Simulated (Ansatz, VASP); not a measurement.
## Al in VASP and in Ansatz

Contents of POSCAR:

```
Al
1.0
    0.0000000000      2.0239800000      2.0239800000
    2.0239800000      0.0000000000      2.0239800000
    2.0239800000      2.0239800000      0.0000000000
Al
1
Direct
    0.0000000000      0.0000000000      0.0000000000
```

The input INCAR.step1:

```
PREC     = Accurate       # precision mode
ENCUT    = 520            # plane-wave cutoff, eV
ISMEAR   = 0              # smearing method
SIGMA    = 0.15           # smearing width, eV
LREAL    = False          # projectors in reciprocal space
LASPH    = True           # aspherical terms in the spheres
NELM     = 60             # most SCF steps
NBANDS   = 8              # bands
GGA      = PE             # functional
ALGO     = Normal         # electronic algorithm
EDIFF    = 1E-4           # SCF threshold, eV
LWAVE    = True           # write WAVECAR
LCHARG   = False          # write CHGCAR
```

File INCAR.step2:

```
PREC     = Accurate       # precision mode
ENCUT    = 520            # plane-wave cutoff, eV
EDIFF    = 1E-6           # SCF threshold, eV
ISMEAR   = 0              # smearing method
SIGMA    = 0.15           # smearing width, eV
LREAL    = False          # projectors in reciprocal space
LASPH    = True           # aspherical terms in the spheres
NELM     = 60             # most SCF steps
ALGO     = Normal         # electronic algorithm
ISIF     = 2              # what is computed and relaxed
LWAVE    = False          # write WAVECAR
LCHARG   = True           # write CHGCAR
METAGGA  = R2SCAN         # meta-GGA
LMIXTAU  = True         
LELF     = True           # ELF
LVHAR    = True         
NBANDS   = 8              # bands
ISTART   = 1
```

File KPOINTS:

```
Automatic mesh
0
Gamma
  20 20 20
```

Input for Ansatz:

```yaml
crystal:
  lattice:
    - [0.0, 2.02398, 2.02398]
    - [2.02398, 0.0, 2.02398]
    - [2.02398, 2.02398, 0.0]
  atoms:
    - { symbol: Al, position: [0.0, 0.0, 0.0] }
basis:
  ecutwfc: 500
kpoints:
  mp_grid: { grid: [20, 20, 20] }
hamiltonian:
  xc: r2scan
scf:
  occupations: { method: gaussian, width: 0.15 }
output:
  forces: true
  stress: true
  eigenvalues: true
  write_density: true
  write_potential: true
  elf: true
  volumetric_format: npy
```

Alike in both runs: task single point; functional r2SCAN; k mesh 20 × 20 × 20; occupations gaussian, width 0.15 eV; no spin polarisation.

|  | VASP | Ansatz |
| --- | --- | --- |
| version | VASP 6.6.1 | Ansatz 0.2.0 |
| potentials or method | VASP PAW PBE potentials, release 64 (Al), cutoff 520 eV | scalar-relativistic, plane waves, PAW |
| valence electrons in the cell | 3 | 3 |

Ansatz gave:

* gap on the k mesh at the Fermi level (eV): none
* pressure (GPa): -3.5

Problem. Estimate VASP's values.

Solution. gap on the k mesh at the Fermi level (eV): none; pressure (GPa): -3.8.

VASP's potentials were made for PBE, not for r2SCAN. A gap of «none» marks a metal or a gap that the smearing closes. With one functional, cell and mesh, what is left measures potentials, basis and numerics.
